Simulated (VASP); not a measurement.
Here is a VASP 6.6.1 calculation.

INCAR

```
SYSTEM = NaCl
PREC = Accurate ; ENCUT = 520
EDIFF = 1E-6 ; ISMEAR = -1
SIGMA = 0.02 ; LREAL = .False.
LASPH = .True. ; NELM = 80
ALGO = Normal ; ISIF = 2
LWAVE = .False. ; LCHARG = .False.
GGA = PE ; NBANDS = 14
```

KPOINTS

```
regular mesh
0
Gamma
  8 8 8
  0 0 0
```

POSCAR

```
NaCl
1.0
    0.0000000000      2.8867798043      2.8867798043
    2.8867798043      0.0000000000      2.8867798043
    2.8867798043      2.8867798043      0.0000000000
Na Cl
1 1
Direct
    0.0000000000      0.0000000000      0.0000000000
    0.5000000000      0.5000000000      0.5000000000
```

Potentials or basis: VASP PAW PBE potentials, release 64 (Na_pv, Cl).

Launch:

```sh
$ cat potpaw_PBE.64/Na_pv/POTCAR potpaw_PBE.64/Cl/POTCAR > POTCAR
$ mpirun -np 1 vasp_std > vasp.out
```

(1) Predict the pressure.

(2) Estimate the band gap on the k mesh.

Results:

(1) -0.9 GPa.

(2) 4.85 eV.

Caveat: the cell differs from its parent crystal (strain +3.0%).
